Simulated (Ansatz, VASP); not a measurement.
One calculation of Be2C, two programs

Contents of INCAR:

```
  PREC = Accurate
  ENCUT = 600
  EDIFF = 1E-6
  ISMEAR = -1
  SIGMA = 0.03
  LREAL = F
  LASPH = T
  NELM = 120
  ALGO = Normal
  ISIF = 2
  LWAVE = F
  LCHARG = T
  GGA = PE
  LELF = T
  LVHAR = T
  NBANDS = 11
  GGA_COMPAT = F
```

File KPOINTS:

```
Automatic mesh
0
Gamma
  14 14 14
```

The input POSCAR:

```
Be2C
1.0
    0.0000000000      2.1650000000      2.1650000000
    2.1650000000      0.0000000000      2.1650000000
    2.1650000000      2.1650000000      0.0000000000
Be C
2 1
Direct
    0.2500000000      0.2500000000      0.2500000000
    0.7500000000      0.7500000000      0.7500000000
    0.0000000000      0.0000000000      0.0000000000
```

Input for Ansatz:

```yaml
crystal:
  lattice:
    - [0.0, 2.165, 2.165]
    - [2.165, 0.0, 2.165]
    - [2.165, 2.165, 0.0]
  atoms:
    - { symbol: Be, position: [0.25, 0.25, 0.25] }
    - { symbol: Be, position: [0.75, 0.75, 0.75] }
    - { symbol: C, position: [0.0, 0.0, 0.0] }
kpoints:
  mp_grid: { grid: [14, 14, 14] }
  band_path:
    path:
      - [0.0, 0.0, 0.0]
      - [0.5, 0.0, 0.5]
      - [0.625, 0.25, 0.625]
      - [0.375, 0.375, 0.75]
      - [0.0, 0.0, 0.0]
      - [0.5, 0.5, 0.5]
      - [0.5, 0.25, 0.75]
      - [0.5, 0.0, 0.5]
    npoints: 8
scf:
  occupations: { method: fermi_dirac, width: 0.03 }
hamiltonian:
  xc: pbe
  pseudopotentials: { kind: all_electron, lapw: { basis_error: 0.001 } }
output:
  forces: true
  stress: true
  eigenvalues: true
  fatbands: true
  populations: true
  dos: { projected: true, de: 0.2, e_range: [-14, 8] }
```

Alike in both runs: task single point; functional PBE; k mesh 14 × 14 × 14; occupations fermi-dirac, width 0.03 eV; no spin polarisation.

|  | VASP | Ansatz |
| --- | --- | --- |
| version | VASP 6.6.1 | Ansatz 0.2.0 |
| potentials or method | VASP PAW PBE potentials, release 64 (Be, C), cutoff 600 eV | all-electron LAPW, scalar-relativistic |

Ansatz gave:

| Property | Result |
| --- | --- |
| gap on the k mesh at the Fermi level (eV) | 1.17 |
| pressure (GPa) | -0.3 |

Task: Which values does VASP return?

Result: gap on the k mesh at the Fermi level (eV): 1.16; pressure (GPa): 0.0.

Ansatz ran all-electron here, and VASP with PAW potentials.
